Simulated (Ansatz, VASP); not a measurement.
# Two plane-wave programs on ZnS

```
Zn S
1.0
     3.81100    0.00000    0.00000
    -1.90550    3.30042    0.00000
     0.00000    0.00000    6.23400
Zn S
2 2
Direct
  0.33333 0.66667 0.00505
  0.66667 0.33333 0.50505
  0.33333 0.66667 0.37995
  0.66667 0.33333 0.87995
```

Alike in both runs: functional PBE; k mesh 8 × 8 × 5; occupations fermi-dirac, width 0.02 eV; no spin polarisation.

Ansatz relaxed the structure, and its values are those at the end. VASP's run is a single point on that final structure, the one shown.

|  | VASP | Ansatz |
| --- | --- | --- |
| version | VASP 6.6.1 | Ansatz 0.2.0 |
| potentials or method | VASP PAW PBE potentials, release 64 (Zn, S) | plane-wave PAW, scalar-relativistic |
| plane-wave cutoff (eV) | 520 | 420 |
| valence electrons in the cell | 36 | 36 |

Ansatz gave:

| Quantity | Value |
| --- | --- |
| gap on the k mesh at the Fermi level (eV) | 2.22 |
| pressure (GPa) | 2.2 |

Question: Estimate VASP's values.

Answer: gap on the k mesh at the Fermi level (eV): 2.22; pressure (GPa): 2.3.

Ansatz's warnings: stress scf threshold loose.
